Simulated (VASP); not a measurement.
# C (P4/mmm) in VASP: single point with PBE

Aim: the single point of C with PBE.

Program: VASP 6.6.1. These are calculated values, not measurements. Logs are shortened: lines on timing, memory, paths and dates and some standing lists are left out, and cuts for length are marked.

### Step 1. The cell of the first run

Symmetry: P4/mmm, No. 123, tetragonal system. The conventional cell has a = 1.706 Å, b = 1.706 Å, c = 1.915 Å, α = 90.00°, β = 90.00°, γ = 90.00°. Within 2.3 Å of C (site symmetry 4/mmm) lie 6 C at 1.71 to 1.91 Å.

The cell was generated, and may not be a known phase.

### Step 2. Single point, PBE

Contents of INCAR:

```
  PREC = Accurate
  ENCUT = 520
  EDIFF = 1E-6
  ISMEAR = 0
  SIGMA = 0.1
  LREAL = F
  LASPH = T
  NELM = 80
  ALGO = Normal
  ISIF = 2
  LWAVE = F
  LCHARG = F
  GGA = PE
  NBANDS = 8
```

Contents of KPOINTS:

```
Automatic mesh
0
Gamma
  10 10 8
```

Contents of POSCAR:

```
C
1.0
    1.7062186400      0.0000000000      0.0000000000
    0.0000000000      1.7062186400      0.0000000000
    0.0000000000      0.0000000000      1.9148331700
C
1
Direct
    0.5000000000      0.5000000000      0.0000000000
```

Potentials or basis: VASP PAW PBE potentials, release 64 (C).

On the command line:

```console
> cat potpaw_PBE.64/C/POTCAR > POTCAR
> mpirun -np 1 vasp_std > vasp.out
```

OUTCAR:

```text
PREC = Accurate
   ENCUT = 520
   EDIFF = 1E-6
   ISMEAR = 0
   LREAL = F
   LASPH = T
   NELM = 80
   ISIF = 2
   GGA = PE

 ion  position               nearest neighbor table
   1  0.500  0.500  0.000-

  LATTYP: Found a simple tetragonal cell.
 ALAT       =     1.7062186400
 C/A-ratio  =     1.1222671732

  Lattice vectors:

 A1 = (   1.7062186400,   0.0000000000,   0.0000000000)
 A2 = (   0.0000000000,   1.7062186400,   0.0000000000)
 A3 = (   0.0000000000,   0.0000000000,   1.9148331700)

Analysis of symmetry for initial positions (statically):
=====================================================================
 Subroutine PRICEL returns:
 Original cell was already a primitive cell.

 Routine SETGRP: Setting up the symmetry group for a
 simple tetragonal supercell.

 Subroutine GETGRP returns: Found 16 space group operations
 (whereof 16 operations were pure point group operations)
 out of a pool of 16 trial point group operations.

The static configuration has the point symmetry D_4h.

Analysis of symmetry for dynamics (positions and initial velocities):
=====================================================================
 Subroutine PRICEL returns:
 Original cell was already a primitive cell.

 Routine SETGRP: Setting up the symmetry group for a
 simple tetragonal supercell.

 Subroutine GETGRP returns: Found 16 space group operations
 (whereof 16 operations were pure point group operations)
 out of a pool of 16 trial point group operations.

The dynamic configuration has the point symmetry D_4h.

 Subroutine INISYM returns: Found 16 space group operations
 (whereof 16 operations are pure point group operations),
 and found     1 'primitive' translations

----------------------------------------------------------------------------------------

                                     Primitive cell

  volume of cell :       5.5744

  direct lattice vectors                    reciprocal lattice vectors
     1.706218640  0.000000000  0.000000000     0.586091358  0.000000000  0.000000000
     0.000000000  1.706218640  0.000000000     0.000000000  0.586091358  0.000000000
     0.000000000  0.000000000  1.914833170     0.000000000  0.000000000  0.522238708

  length of vectors
     1.706218640  1.706218640  1.914833170     0.586091358  0.586091358  0.522238708

  position of ions in fractional coordinates (direct lattice)
     0.500000000  0.500000000  0.000000000

  ion indices of the primitive-cell ions
   primitive index   ion index
                 1           1
[... 75 lines left out ...]
   NSW    =      0    number of steps for IOM
   IBRION =     -1    ionic relax: 0-MD 1-quasi-New 2-CG
   NFREE  =      0    steps in history (QN), initial steepest desc. (CG)
   ISIF   =      2    stress and relaxation
   ISYM   =      2    0-nonsym 1-usesym 2-fastsym
   POTIM  = 0.5000    time-step for ionic-motion
   TEBEG  =    0.0;   TEEND  =   0.0 temperature during run
   PSTRESS=    0.0 pullay stress
   NELECT =       4.0000    total number of electrons
   NUPDOWN=      -1.0000    fix difference up-down
   EMIN   =  10.00;   EMAX   =-10.00  energy-range for DOS
   EFERMI =   0.00;   METHOD = LEGACY
   ISMEAR =     0;   SIGMA  =   0.10  broadening in eV -4-tet -1-fermi 0-gaus
   EFERMI_NEDOS =   21; number of points for ismear=-14 and -15
   IALGO  =     38    algorithm
   IMIX   =      4    mixing-type and parameters
     AMIX     =   0.40;   BMIX     =  1.00
     AMIX_MAG =   1.60;   BMIX_MAG =  1.00
  volume/ion in A,a.u.               =       5.57        37.62
  Fermi-wavevector in a.u.,A,eV,Ry     =   1.465643  2.769663 29.226784  2.148108
  Thomas-Fermi vector in A             =   2.581475
   LORBIT       =      0    0 simple, 1 ext, 2 COOP (PROOUT), +10 PAW based schemes
   GGA     = PE    functional components
   LHFCALC =     F    Hartree Fock is set to
   AEXX    =    0.0000 exact exchange contribution
   IVDW    =     0    specifies the selected vdW correction
   LEPSILON=     F    determine dielectric tensor
   LRPA    =     F    only Hartree local field effects (RPA)
 non-spin polarized calculation
 Gauss-broadening in eV      SIGMA  =   0.10
  energy-cutoff  :      520.00
  volume of cell :        5.57
 maximum number of plane-waves:       168
 NGX is ok and might be reduce to    14
   NGX =  7   NGY =  7   NGZ =  7

 number of electron       4.0000001 magnetization

 Free energy of the ion-electron system (eV)
  ---------------------------------------------------
  ext. energy  EPLUGINS =         0.00000000
  ---------------------------------------------------
  free energy    TOTEN  =        -6.51282668 eV

  energy without entropy =       -6.51170591  energy(sigma->0) =       -6.51226630

 E-fermi :  10.4815     XC(G=0): -13.8126

 val. band max:       10.4177160401   @ k =   0.5000   0.1000   0.3750
 cond. band min:      10.5620602365   @ k =   0.4000   0.2000   0.3750
 fundamental gap:      0.1443441965
 Fermi energy:        10.4814785427

 k-point     1 :       0.0000    0.0000    0.0000
  band No.  band energies     occupation
      1     -11.3340      2.00000
      2      15.9971      0.00000
      3      22.3899      0.00000
      4      22.3899      0.00000
      5      31.6312      0.00000
      6      39.1752      0.00000
      7      44.5741      0.00000
      8      63.8280      0.00000
[... 243 lines left out ...]
 k-point    24 :       0.2000    0.0000    0.1250
  band No.  band energies     occupation
      1      -9.1384      2.00000
      2      13.2398      0.00000
      3      15.7371      0.00000
      4      23.7357      0.00000
      5      36.3241      0.00000
      6      43.1672      0.00000
      7      47.4516      0.00000
      8      55.2057      0.00000

 [... further k-points ...]

------------------------ aborting loop because EDIFF is reached ----------------------------------------

  FORCE on cell =-STRESS in cart. coord.  units (eV):
  Direction    XX          YY          ZZ          XY          YZ          ZX
  --------------------------------------------------------------------------------------
  -------------------------------------------------------------------------------------
  Total       -0.0934085     -0.0934085      0.6272311      0.0000000      0.0000000     -0.0000000
  in kB      -26.8470430    -26.8470430    180.2759821      0.0000000      0.0000000     -0.0000000
  external PRESSURE =      42.1939653 kB  Pullay stress =       0.0000000 kB

 VOLUME and BASIS-vectors are now :
 -----------------------------------------------------------------------------
  energy-cutoff  :      520.00
  volume of cell :        5.57
      direct lattice vectors                 reciprocal lattice vectors
     1.706218640  0.000000000  0.000000000     0.586091358  0.000000000  0.000000000
     0.000000000  1.706218640  0.000000000     0.000000000  0.586091358  0.000000000
     0.000000000  0.000000000  1.914833170     0.000000000  0.000000000  0.522238708

 POSITION                                       TOTAL-FORCE (eV/Angst)
 -----------------------------------------------------------------------------------
      0.85311      0.85311      0.00000         0.000000      0.000000      0.000000
 -----------------------------------------------------------------------------------
    total drift:                                0.000000      0.000000      0.000000

  FREE ENERGIE OF THE ION-ELECTRON SYSTEM (eV)
  ---------------------------------------------------
  free  energy   TOTEN  =        -6.5128266836 eV

  energy  without entropy=       -6.5117059078  energy(sigma->0) =       -6.51226630
```

OSZICAR:

```text
N       E                     dE             d eps       ncg     rms          rms(c)
DAV:   1    -0.487989073601E+01   -0.48799E+01   -0.25308E+03  2016   0.467E+02
DAV:   2    -0.654448183822E+01   -0.16646E+01   -0.16347E+01  2200   0.319E+01
DAV:   3    -0.654683588462E+01   -0.23540E-02   -0.23540E-02  2008   0.128E+00
DAV:   4    -0.654683619362E+01   -0.30900E-06   -0.31088E-06  2440   0.136E-02
DAV:   5    -0.654683619493E+01   -0.13095E-08   -0.15059E-10  1960   0.585E-05    0.216E+00
DAV:   6    -0.651919463291E+01    0.27642E-01   -0.24079E-02  1752   0.900E-01    0.131E+00
DAV:   7    -0.651252778837E+01    0.66668E-02   -0.30928E-02  1816   0.106E+00    0.212E-01
DAV:   8    -0.651282807373E+01   -0.30029E-03   -0.40478E-04  1808   0.160E-01    0.207E-02
DAV:   9    -0.651282603450E+01    0.20392E-05   -0.20327E-05  2136   0.279E-02    0.105E-02
DAV:  10    -0.651282668357E+01   -0.64907E-06   -0.67804E-07  1848   0.671E-03
   1 F= -.65128267E+01 E0= -.65122663E+01  d E =-.112078E-02
```

stdout:

```text
POSCAR found type information on POSCAR C
 POSCAR found :  1 types and       1 ions
 scaLAPACK will be used
 LDA part: xc-table for (Slater+PW92), standard interpolation
 POSCAR, INCAR and KPOINTS ok, starting setup
 FFT: planning ... GRIDC
 FFT: planning ... GRID_SOFT
 FFT: planning ... GRID
 WAVECAR not read
 entering main loop
```

Wall time 1.4 s (1 thread of Intel Xeon 6975P-C (Granite Rapids), shared host); peak memory 0.11 GiB.

Results:

```
Free energy            : -6.5128 eV
Pressure               : 4.2 GPa
Band gap on the k mesh : zero (bands 2 and 3 overlap by 9.78 eV)
```

Levels at points of the mesh, in eV from the Fermi level:
```csv
k point,band 1,band 2,band 3,band 4,band 5
"(0.00, 0.00, 0.00)",-21.82,5.52,11.91,11.91,21.15
"(0.50, 0.00, 0.00)",-11.80,-11.09,10.01,15.59,28.22
"(0.50, 0.50, 0.00)",-4.99,-4.99,0.37,9.69,13.63
"(0.00, 0.00, 0.50)",-14.67,-11.98,13.97,13.97,31.27
"(0.50, 0.00, 0.50)",-7.42,-4.56,-3.60,8.20,17.16
"(0.50, 0.50, 0.50)",-1.57,-1.57,1.57,9.14,16.83
```

Caveat: the k points lie up to 0.41 Å⁻¹ apart, too coarse for converged energies and pressures of a metal.

The gap in the log of VASP goes by the Fermi energy; the results here count the filled bands.